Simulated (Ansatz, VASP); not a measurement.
## One calculation of Au, two programs

INCAR

```
  PREC = Accurate
  ENCUT = 520
  EDIFF = 1E-6
  ISMEAR = -1
  SIGMA = 0.1
  LREAL = F
  LASPH = T
  NELM = 100
  ALGO = Normal
  ISIF = 2
  LWAVE = F
  LCHARG = F
  GGA = CA
  NBANDS = 18
```

Contents of KPOINTS:

```
Automatic mesh
0
Gamma
  12 12 12
```

The input POSCAR:

```
Au
1.0
    0.0000000000      2.7154313454      2.7154313454
    2.7154313454      0.0000000000      2.7154313454
    2.7154313454      2.7154313454      0.0000000000
Au
2
Direct
   -0.1250000000     -0.1250000000     -0.1250000000
    0.1250000000      0.1250000000      0.1250000000
```

Input for Ansatz:

```yaml
crystal:
  lattice:
    - [0.0, 2.7154313454, 2.7154313454]
    - [2.7154313454, 0.0, 2.7154313454]
    - [2.7154313454, 2.7154313454, 0.0]
  atoms:
    - { symbol: Au, position: [-0.125, -0.125, -0.125] }
    - { symbol: Au, position: [0.125, 0.125, 0.125] }
kpoints:
  mp_grid: { grid: [12, 12, 12] }
scf:
  occupations: { method: fermi_dirac, width: 0.1 }
hamiltonian:
  xc: lda
  pseudopotentials: { kind: paw }
output:
  forces: true
  stress: true
  eigenvalues: true
  populations: true
```

Change from the starting cell: volume scaled by 0.76, PAW files.

Alike in both runs: task single point; functional LDA; k mesh 12 × 12 × 12; occupations fermi-dirac, width 0.1 eV; no spin polarisation.

|  | VASP | Ansatz |
| --- | --- | --- |
| version | VASP 6.6.1 | Ansatz 0.2.0 |
| potentials or method | VASP PAW LDA potentials, release 64 (Au) | PAW with Ansatz's default frozen-core files, scalar-relativistic |
| plane-wave cutoff (eV) | 520 | 420 |
| valence electrons in the cell | 22 | 38 |

Ansatz gave:

```
pressure (GPa) : 47.2
```

Question: What did VASP give for the same quantities?

Answer: Pressure (GPa): 47.5.

LDA's correlation is that of Perdew and Zunger in VASP and of Perdew and Wang (1992) in Ansatz. Both programs put the cell under a high pressure, so it lies far from rest at this level. VASP's potentials hold 22 valence electrons a cell and Ansatz's 38, so a difference there can come from the potentials and not from the codes.

Spin-orbit coupling is off throughout.
